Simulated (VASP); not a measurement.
A run of VASP 6.6.1:

File POSCAR:

```
GaP
1.0
    2.6426048453      2.6426048453      0.0000000000
   -2.6426048453      2.6426048453      0.0000000000
    0.0000000000      2.6426048453      2.6426048453
Ga P
1 1
Direct
    0.0000000000      0.0000000000      0.0000000000
    0.7500000000      0.2500000000      0.5000000000
```

Contents of INCAR.step1:

```
PREC = Accurate
ENCUT = 520
ISMEAR = 0
SIGMA = 0.01
LREAL = F
LASPH = T
NELM = 60
NBANDS = 16
GGA = PE
ALGO = Normal
EDIFF = 1E-4
LWAVE = T
LCHARG = F
```

File INCAR.step2:

```
PREC = Accurate
ENCUT = 520
EDIFF = 1E-6
ISMEAR = 0
SIGMA = 0.01
LREAL = F
LASPH = T
NELM = 60
ALGO = Normal
ISIF = 2
LWAVE = F
LCHARG = F
METAGGA = R2SCAN
LMIXTAU = T
NBANDS = 16
ISTART = 1
```

The input KPOINTS:

```
regular mesh
0
Gamma
  8 8 8
```

Potentials or basis: VASP PAW PBE potentials, release 64 (Ga_d, P).

Launch:

```console
$ cat potpaw_PBE.64/Ga_d/POTCAR potpaw_PBE.64/P/POTCAR > POTCAR
$ cp INCAR.step1 INCAR
$ mpirun -np 1 vasp_std > vasp.out
$ cp INCAR.step2 INCAR
$ mpirun -np 1 vasp_std > vasp.out
```

Hardware: 1 thread of Intel Xeon 8259CL, on a shared host.

**Question.** Estimate the wall time of this run.

**Answer.** Run time: 98 s on 1 thread of Intel Xeon 8259CL, on a shared host, peak memory 0.17 GiB. Counts: k points 29.
